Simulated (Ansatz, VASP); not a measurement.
MoS2: VASP beside Ansatz

```xyz
6
Lattice="3.1730 0.0000 0.0000 -1.5865 2.7479 0.0000 0.0000 0.0000 12.4359" Properties=species:S:1:pos:R:3 pbc="T T T"
Mo    0.0000    1.8319    3.1090
Mo    1.5865    0.9160    9.3269
S     0.0000    1.8319    7.7712
S     1.5865    0.9160    1.5533
S     0.0000    1.8319   10.8827
S     1.5865    0.9160    4.6647
```

Alike in both runs: task single point; functional r2SCAN; k mesh 12 × 12 × 2; no spin polarisation.

|  | VASP | Ansatz |
| --- | --- | --- |
| version | VASP 6.6.1 | Ansatz 0.2.0 |
| potentials or method | VASP PAW PBE potentials, release 64 (Mo_sv, S) | plane waves, PAW |
| plane-wave cutoff (eV) | 520 | 500 |
| occupations | gaussian, width 0.01 eV | fixed |
| valence electrons in the cell | 52 | 52 |

Ansatz gave:

```
gap on the k mesh at the Fermi level (eV)                     : 1.04
pressure (GPa)                                                : 1.2
traceless stress, the component that is largest in VASP (GPa) : -0.10
rms of the force components (eV/Å)                            : 0.026
```

Q: Estimate VASP's values.

A: gap on the k mesh at the Fermi level (eV): 1.05; pressure (GPa): 1.2; traceless stress, the component that is largest in VASP (GPa): -0.16; rms of the force components (eV/Å): 0.024.

VASP's potentials were made for PBE, not for r2SCAN. Atom by atom the forces differ by 0.002 eV/Å (rms over components).
